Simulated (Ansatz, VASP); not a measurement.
## One calculation of TiGeSe4, two programs

```
Ti Ge Se
1.0
     0.00000    4.00023    4.00023
     4.00023    0.00000    4.00023
     4.00023    4.00023    0.00000
Ti Ge Se
1 1 4
Cartesian
  0.0000 0.0000 0.0000
  2.0001 2.0001 2.0001
  5.0058 2.9946 2.9946
  2.9946 5.0058 2.9946
  2.9946 2.9946 5.0058
  5.0058 5.0058 5.0058
```

Change from the starting cell: species swapped into the CeYMg4 type (F-43m, No. 216).

Alike in both runs: functional PBE; k mesh 8 × 8 × 8; occupations gaussian, width 0.1 eV; collinear spin.

Ansatz relaxed the structure, and its values are those at the end. VASP's run is a single point on that final structure, the one shown.

|  | VASP | Ansatz |
| --- | --- | --- |
| version | VASP 6.6.1 | Ansatz 0.2.0 |
| potentials or method | VASP PAW PBE potentials, release 64 (Ti_sv, Ge_d, Se), cutoff 520 eV | scalar-relativistic, plane waves, PAW |
| valence electrons in the cell | 50 | 90 |

VASP gave:

- gap on the k mesh at the Fermi level (eV): none
- pressure (GPa): -1.0
- rms of the force components (eV/Å): 0.011
- net moment per atom (μB): 0.00
- size of the moment on the site where the two differ most (μB): 0.00

Task: Estimate Ansatz's values.

Result: gap on the k mesh at the Fermi level (eV): none; pressure (GPa): 0.0; rms of the force components (eV/Å): 0.002; net moment per atom (μB): 0.26; size of the moment on the site where the two differ most (μB): 1.40.

The net moments are unlike, so the other rows may belong to different states. Site moments also hang on the region over which each program counts them. A gap of «none» marks a metal or a gap that the smearing closes. VASP's potentials hold 50 valence electrons a cell and Ansatz's 90, so a difference there can come from the potentials and not from the codes.
